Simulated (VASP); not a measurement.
CdO (Monteponite):

```
Cd O
1.0
     0.00000    2.30154    2.30154
     2.30154    0.00000    2.30154
     2.30154    2.30154    0.00000
Cd O
1 1
Cartesian
  0.0000 0.0000 0.0000
  2.3015 2.3015 2.3015
```

Base run:

* Program: VASP 6.6.1
* Functional: BLYP
* Dispersion: D3(BJ)
* Potentials or basis: VASP PAW PBE potentials, release 64 (Cd, O)
* Cutoff: 600 eV
* k mesh: 10 × 10 × 10
* Occupations: fermi-dirac, width 0.05 eV
* Spin: no spin polarisation

Its results: band gap on the k mesh zero (band 9 reaches 3.05 eV, above the bottom of band 10 at 2.90 eV); pressure 16.9 GPa.

Question: The run is repeated on the same cell with these changes: functional from BLYP to PBE; dispersion from D3(BJ) to D4. What comes out?

Answer: Band gap on the k mesh zero (band 9 reaches 2.66 eV, above the bottom of band 10 at 2.35 eV); pressure 14.8 GPa.

Several settings changed at once, so the effect can't be laid on one alone.

Caveats: pairwise dispersion overbinds metals, which lowers pressure and volume; the PAW data sets were made with another functional, which shifts forces and pressure a little (some runs).
